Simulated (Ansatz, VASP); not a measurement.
CoRhC4N4: VASP beside Ansatz

```xyz
10
Lattice="7.0478 0.0000 0.0000 0.0000 7.0478 0.0000 0.0000 0.0000 3.1472" Properties=species:S:1:pos:R:3 pbc="T T T"
Co    3.5239    3.5239    0.0000
Rh    0.0000    0.0000    0.0000
C     1.3998    5.6480    0.0000
C     5.6480    1.3998    0.0000
C     1.3998    1.3998    0.0000
C     5.6480    5.6480    0.0000
N     2.2271    4.8208    0.0000
N     4.8208    2.2271    0.0000
N     2.2271    2.2271    0.0000
N     4.8208    4.8208    0.0000
```

Alike in both runs: functional PBE; k mesh 4 × 4 × 4; occupations gaussian, width 0.1 eV; collinear spin.

Ansatz relaxed the structure, and its values are those at the end. VASP's run is a single point on that final structure, the one shown.

|  | VASP | Ansatz |
| --- | --- | --- |
| version | VASP 6.6.1 | Ansatz 0.2.0 |
| potentials or method | VASP PAW PBE potentials, release 64 (Co, Rh_pv, C, N), cutoff 520 eV | scalar-relativistic, plane waves, PAW |
| valence electrons in the cell | 60 | 70 |

VASP gave:

- gap on the k mesh at the Fermi level (eV): none
- pressure (GPa): 0.1
- rms of the force components (eV/Å): 0.217
- net moment per atom (μB): 0.15
- size of the moment on the site where the two differ most (μB): 1.15

Problem. What did Ansatz give for the same quantities?

Solution. gap on the k mesh at the Fermi level (eV): none; pressure (GPa): -0.2; rms of the force components (eV/Å): 0.027; net moment per atom (μB): 0.15; size of the moment on the site where the two differ most (μB): 1.06.

Site moments also hang on the region over which each program counts them. A gap of «none» marks a metal or a gap that the smearing closes. One of these differences is far larger than is usual between the two programs; its cause wasn't traced. VASP's potentials hold 60 valence electrons a cell and Ansatz's 70, so a difference there can come from the potentials and not from the codes.

The k mesh is coarse, so the values compare programs but aren't converged. Noted on VASP's run: the standard files for N, O and F lose accuracy on very short bonds.
